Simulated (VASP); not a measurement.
# Ta (Im-3m) in VASP: single point with PBE

Aim: the single point of Ta with PBE.

All numbers are computed with VASP 6.6.1; they aren't measurements. Logs are shortened: lines on timing, memory, paths and dates and some standing lists are left out, and cuts for length are marked.

## Step 1: The cell of the first run

It takes space group Im-3m (No. 229, cubic). The conventional cell has a = 3.319 Å, b = 3.319 Å, c = 3.319 Å, α = 90.00°, β = 90.00°, γ = 90.00°. Within 3.8 Å of Ta (site symmetry m-3m) lie 14 Ta at 2.87 to 3.32 Å.

## Step 2: Single point, PBE

Input file INCAR:

```
PREC = Accurate
ENCUT = 520
EDIFF = 1E-7
ISMEAR = 0
SIGMA = 0.1
LREAL = F
LASPH = T
NELM = 60
ALGO = Normal
ISIF = 2
LWAVE = F
LCHARG = F
GGA = PE
NBANDS = 12
```

Input file KPOINTS:

```
Automatic mesh
0
Gamma
  10 10 20
```

Input file POSCAR:

```
Ta
1.0
    3.3187896405      0.0000000000      0.0000000000
    0.0000000000      3.3187896405      0.0000000000
    1.6593948202     -1.6593948202      1.6593948202
Ta
1
Direct
    0.0000000000      0.0000000000      0.0000000000
```

Potentials or basis: VASP PAW PBE potentials, release 64 (Ta_pv).

Run with:

```
$ cat potpaw_PBE.64/Ta_pv/POTCAR > POTCAR
$ mpirun -np 1 vasp_std > vasp.out
```

OUTCAR:

```text
PREC = Accurate
   ENCUT = 520
   EDIFF = 1E-7
   ISMEAR = 0
   LREAL = F
   LASPH = T
   NELM = 60
   ISIF = 2
   GGA = PE

 ion  position               nearest neighbor table
   1  0.000  0.000  0.000-

  LATTYP: Found a body centered cubic cell.
 ALAT       =     3.3187896404

  Lattice vectors:

 A1 = (  -1.6593948202,   1.6593948202,  -1.6593948202)
 A2 = (  -1.6593948203,  -1.6593948202,   1.6593948202)
 A3 = (   1.6593948202,   1.6593948203,   1.6593948202)

Analysis of symmetry for initial positions (statically):
=====================================================================
 Subroutine PRICEL returns:
 Original cell was already a primitive cell.

 Routine SETGRP: Setting up the symmetry group for a
 body centered cubic supercell.

 Subroutine GETGRP returns: Found 48 space group operations
 (whereof 48 operations were pure point group operations)
 out of a pool of 48 trial point group operations.

The static configuration has the point symmetry O_h .

Analysis of symmetry for dynamics (positions and initial velocities):
=====================================================================
 Subroutine PRICEL returns:
 Original cell was already a primitive cell.

 Routine SETGRP: Setting up the symmetry group for a
 body centered cubic supercell.

 Subroutine GETGRP returns: Found 48 space group operations
 (whereof 48 operations were pure point group operations)
 out of a pool of 48 trial point group operations.

The dynamic configuration has the point symmetry O_h .

 Subroutine INISYM returns: Found 48 space group operations
 (whereof 48 operations are pure point group operations),
 and found     1 'primitive' translations

----------------------------------------------------------------------------------------

                                     Primitive cell

  volume of cell :      18.2772

  direct lattice vectors                    reciprocal lattice vectors
     3.318789640  0.000000000  0.000000000     0.301314668  0.000000000 -0.301314668
     0.000000000  3.318789640  0.000000000     0.000000000  0.301314668  0.301314668
     1.659394820 -1.659394820  1.659394820     0.000000000  0.000000000  0.602629337

  length of vectors
     3.318789640  3.318789640  2.874156138     0.426123291  0.426123291  0.602629337

  position of ions in fractional coordinates (direct lattice)
     0.000000000  0.000000000  0.000000000

  ion indices of the primitive-cell ions
   primitive index   ion index
                 1           1

----------------------------------------------------------------------------------------

 KPOINTS: Automatic mesh

Automatic generation of k-mesh.
 Grid dimensions read from file:
 generate k-points for:   10   10   20

 Generating k-lattice:

  Cartesian coordinates                     Fractional coordinates (reciprocal lattice)
     0.030131467  0.000000000 -0.030131467     0.100000000  0.000000000  0.000000000
     0.000000000  0.030131467  0.030131467     0.000000000  0.100000000  0.000000000
     0.000000000  0.000000000  0.030131467     0.000000000  0.000000000  0.050000000

  Length of vectors
     0.042612329  0.042612329  0.030131467

  Shift w.r.t. Gamma in fractional coordinates (k-lattice)
     0.000000000  0.000000000  0.000000000

 Subroutine IBZKPT returns following result:
 ===========================================

 Found     91 irreducible k-points:

 Following reciprocal coordinates:
            Coordinates               Weight
  0.000000  0.000000  0.000000      1.000000
  0.100000  0.000000  0.000000     12.000000
  0.200000  0.000000  0.000000     12.000000
  0.300000  0.000000  0.000000     12.000000
  0.400000  0.000000  0.000000     12.000000
  0.500000  0.000000  0.000000      6.000000
[... 16 lines left out ...]
  0.500000  0.100000  0.050000     48.000000
 -0.400000  0.100000  0.050000     24.000000
 [... further k-points ...]
   k-points           NKPTS =     91   k-points in BZ     NKDIM =     91   number of bands    NBANDS=     12
   number of dos      NEDOS =    301   number of ions     NIONS =      1
   total plane-waves  NPLWV =  18816
   dimension x,y,z NGX =    28 NGY =   28 NGZ =   24
   dimension x,y,z NGXF=    56 NGYF=   56 NGZF=   48
   ions per type =               1
   NGX,Y,Z   is equivalent  to a cutoff of  14.03, 14.03, 13.88 a.u.
   NGXF,Y,Z  is equivalent  to a cutoff of  28.05, 28.05, 27.76 a.u.
 SYSTEM =  unknown system
   PREC   = accura    normal or accurate (medium, high low for compatibility)
   ISTART =      0    job   : 0-new  1-cont  2-samecut
   ICHARG =      2    charge: 1-file 2-atom 10-const
   ISPIN  =      1    spin polarized calculation?
   LNONCOLLINEAR =      F non collinear calculations
   LSORBIT =      F    spin-orbit coupling
   LASPH  =      T    aspherical Exc in radial PAW
   ENCUT  =  520.0 eV  38.22 Ry    6.18 a.u.   6.17  6.17  5.34*2*pi/ulx,y,z
   NELM   =     60;   NELMIN=  2; NELMDL= -5     # of ELM steps
   EDIFF  = 0.1E-06   stopping-criterion for ELM
   LREAL  =      F    real-space projection
   EDIFFG = 0.1E-05   stopping-criterion for IOM
   NSW    =      0    number of steps for IOM
   IBRION =     -1    ionic relax: 0-MD 1-quasi-New 2-CG
   NFREE  =      0    steps in history (QN), initial steepest desc. (CG)
   ISIF   =      2    stress and relaxation
   ISYM   =      2    0-nonsym 1-usesym 2-fastsym
   POTIM  = 0.5000    time-step for ionic-motion
   TEBEG  =    0.0;   TEEND  =   0.0 temperature during run
   PSTRESS=    0.0 pullay stress
   NELECT =      11.0000    total number of electrons
   NUPDOWN=      -1.0000    fix difference up-down
   EMIN   =  10.00;   EMAX   =-10.00  energy-range for DOS
   EFERMI =   0.00;   METHOD = LEGACY
   ISMEAR =     0;   SIGMA  =   0.10  broadening in eV -4-tet -1-fermi 0-gaus
   EFERMI_NEDOS =   21; number of points for ismear=-14 and -15
   IALGO  =     38    algorithm
   IMIX   =      4    mixing-type and parameters
     AMIX     =   0.40;   BMIX     =  1.00
     AMIX_MAG =   1.60;   BMIX_MAG =  1.00
  volume/ion in A,a.u.               =      18.28       123.34
  Fermi-wavevector in a.u.,A,eV,Ry     =   1.382195  2.611970 25.993429  1.910463
  Thomas-Fermi vector in A             =   2.506909
   LORBIT       =      0    0 simple, 1 ext, 2 COOP (PROOUT), +10 PAW based schemes
   GGA     = PE    functional components
   LHFCALC =     F    Hartree Fock is set to
   AEXX    =    0.0000 exact exchange contribution
   IVDW    =     0    specifies the selected vdW correction
   LEPSILON=     F    determine dielectric tensor
   LRPA    =     F    only Hartree local field effects (RPA)
 non-spin polarized calculation
 Gauss-broadening in eV      SIGMA  =   0.10
  energy-cutoff  :      520.00
  volume of cell :       18.28
 maximum number of plane-waves:       531
 NGX is ok and might be reduce to    28
   NGX = 13   NGY = 13   NGZ = 11

 number of electron      11.0000001 magnetization

 Free energy of the ion-electron system (eV)
  ---------------------------------------------------
  ext. energy  EPLUGINS =         0.00000000
  ---------------------------------------------------
  free energy    TOTEN  =       -11.81717005 eV

  energy without entropy =      -11.81112068  energy(sigma->0) =      -11.81414537

 E-fermi :   5.3595     XC(G=0): -12.5452

 val. band max:        5.3536316052   @ k =   0.4000   0.0000   0.0500
 cond. band min:       5.3645262160   @ k =   0.3000   0.1000   0.0500
 fundamental gap:      0.0108946108
 Fermi energy:         5.3594620467

 k-point     1 :       0.0000    0.0000    0.0000
  band No.  band energies     occupation
      1     -27.7730      2.00000
      2     -27.7730      2.00000
      3     -27.7730      2.00000
      4      -2.4913      2.00000
      5       6.0965      0.00000
      6       6.0965      0.00000
      7       6.0965      0.00000
      8       9.3188      0.00000
      9       9.3188      0.00000
     10      19.9996      0.00000
     11      20.3114      0.00000
     12      20.3114      0.00000

 k-point     2 :       0.1000    0.0000    0.0000
  band No.  band energies     occupation
      1     -27.8882      2.00000
      2     -27.8087      2.00000
      3     -27.7735      2.00000
      4      -2.0591      2.00000
      5       5.8229      0.00000
      6       5.9972      0.00000
      7       6.5241      0.00000
      8       8.9294      0.00000
      9       9.3241      0.00000
     10      19.9993      0.00000
     11      20.6731      0.00000
     12      21.0703      0.00000

 k-point     3 :       0.2000    0.0000    0.0000
  band No.  band energies     occupation
      1     -28.1805      2.00000
      2     -27.9010      2.00000
      3     -27.7751      2.00000
      4      -0.9151      2.00000
      5       5.1855      1.98609
      6       5.5406      0.01043
      7       7.7630      0.00000
      8       8.6346      0.00000
      9       9.4025      0.00000
     10      19.9979      0.00000
     11      20.9533      0.00000
     12      22.6347      0.00000

 k-point     4 :       0.3000    0.0000    0.0000
  band No.  band energies     occupation
      1     -28.5248      2.00000
      2     -28.0130      2.00000
      3     -27.7771      2.00000
      4       0.3867      2.00000
      5       4.5126      2.00000
      6       5.2211      1.94960
      7       8.9397      0.00000
      8       9.6453      0.00000
      9       9.6628      0.00000
     10      19.5876      0.00000
     11      19.9784      0.00000
     12      20.5970      0.00000

 k-point     5 :       0.4000    0.0000    0.0000
  band No.  band energies     occupation
      1     -28.7911      2.00000
      2     -28.1019      2.00000
      3     -27.7788      2.00000
      4       0.9931      2.00000
      5       4.0345      2.00000
      6       6.0186      0.00000
      7       9.2549      0.00000
      8      10.0041      0.00000
      9      11.8242      0.00000
     10      17.9301      0.00000
     11      17.9691      0.00000
     12      20.0097      0.00000
[... 228 lines left out ...]
      1     -28.2479      2.00000
      2     -27.9367      2.00000
      3     -27.8462      2.00000
      4      -0.3669      2.00000
      5       5.2976      1.61802
      6       5.3645      0.94291
      7       7.7238      0.00000
      8       8.1154      0.00000
      9      10.0167      0.00000
     10      19.9956      0.00000
     11      21.3420      0.00000
     12      22.2600      0.00000

 k-point    22 :       0.4000    0.1000    0.0500
  band No.  band energies     occupation
      1     -28.5300      2.00000
      2     -28.0622      2.00000
      3     -27.8600      2.00000
      4       0.9301      2.00000
      5       4.5941      2.00000
      6       5.0179      2.00000
      7       8.0193      0.00000
      8       9.9278      0.00000
      9      10.3128      0.00000
     10      19.1892      0.00000
     11      20.0085      0.00000
     12      21.8121      0.00000

 k-point    23 :       0.5000    0.1000    0.0500
  band No.  band energies     occupation
      1     -28.7503      2.00000
      2     -28.1696      2.00000
      3     -27.8625      2.00000
      4       1.5857      2.00000
      5       4.2923      2.00000
      6       5.2577      1.84978
      7       8.5510      0.00000
      8      10.3463      0.00000
      9      12.2935      0.00000
     10      17.3975      0.00000
     11      19.6564      0.00000
     12      20.0116      0.00000

 k-point    24 :      -0.4000    0.1000    0.0500
  band No.  band energies     occupation
      1     -28.8326      2.00000
      2     -28.2108      2.00000
      3     -27.8629      2.00000
      4       1.6437      2.00000
      5       4.1912      2.00000
      6       5.7439      0.00000
      7       8.5057      0.00000
      8      10.8489      0.00000
      9      13.5325      0.00000
     10      16.2168      0.00000
     11      18.8574      0.00000
     12      20.0061      0.00000

 [... further k-points ...]

------------------------ aborting loop because EDIFF is reached ----------------------------------------

  FORCE on cell =-STRESS in cart. coord.  units (eV):
  Direction    XX          YY          ZZ          XY          YZ          ZX
  --------------------------------------------------------------------------------------
  -------------------------------------------------------------------------------------
  Total        0.0543391      0.0543391      0.0543391     -0.0000000      0.0000000     -0.0000000
  in kB        4.7633624      4.7633624      4.7633624     -0.0000000      0.0000000     -0.0000000
  external PRESSURE =       4.7633624 kB  Pullay stress =       0.0000000 kB

 VOLUME and BASIS-vectors are now :
 -----------------------------------------------------------------------------
  energy-cutoff  :      520.00
  volume of cell :       18.28
      direct lattice vectors                 reciprocal lattice vectors
     3.318789640  0.000000000  0.000000000     0.301314668  0.000000000 -0.301314668
     0.000000000  3.318789640  0.000000000     0.000000000  0.301314668  0.301314668
     1.659394820 -1.659394820  1.659394820     0.000000000  0.000000000  0.602629337

 POSITION                                       TOTAL-FORCE (eV/Angst)
 -----------------------------------------------------------------------------------
      0.00000      0.00000      0.00000         0.000000     -0.000000      0.000000
 -----------------------------------------------------------------------------------
    total drift:                               -0.000000     -0.000000      0.000000

  FREE ENERGIE OF THE ION-ELECTRON SYSTEM (eV)
  ---------------------------------------------------
  free  energy   TOTEN  =       -11.8171700534 eV

  energy  without entropy=      -11.8111206835  energy(sigma->0) =      -11.81414537
```

It took 13 s on 1 thread of Intel Xeon 6975P-C (Granite Rapids), shared host; peak memory 0.16 GiB.

What came out:

| Property | Result |
| --- | --- |
| Free energy | -11.8172 eV |
| Pressure | 0.5 GPa |
| Band gap on the k mesh | zero (an odd number of electrons rules out a gap without spin polarisation) |

Caveat: spin-orbit coupling is left out, which moves the levels of the heavy elements.
